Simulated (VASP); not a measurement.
A run of VASP 6.6.1:

The input INCAR:

```
  ALGO = Normal
  EDIFF = 1E-6
  ENCUT = 520
  GGA = PE
  ISIF = 2
  ISMEAR = -1
  LASPH = T
  LCHARG = T
  LELF = T
  LREAL = F
  LVHAR = T
  LWAVE = F
  NBANDS = 14
  NELM = 100
  PREC = Accurate
  SIGMA = 0.03
```

Contents of KPOINTS:

```
k-points
0
Gamma
  16 16 16
```

Contents of POSCAR:

```
Rh
1.0
    0.0000000000      1.9388447625      1.9388447625
    1.9388447625      0.0000000000      1.9388447625
    1.9388447625      1.9388447625      0.0000000000
Rh
1
Direct
    0.0000000000      0.0000000000      0.0000000000
```

Potentials or basis: VASP PAW PBE potentials, release 64 (Rh_pv).

Run with:

```sh
$ cat potpaw_PBE.64/Rh_pv/POTCAR > POTCAR
$ mpirun -np 1 vasp_std > vasp.out
```

Hardware: 1 thread of Intel(R) Xeon(R) Platinum 8259CL CPU @ 2.50GHz (Skylake/Cascade Lake), with other jobs on the host.

Estimate the wall time of this run.

It took 21 s on 1 thread of Intel(R) Xeon(R) Platinum 8259CL CPU @ 2.50GHz (Skylake/Cascade Lake), with other jobs on the host, peak memory 0.14 GiB. Counts: scf iterations 11, k points 145.
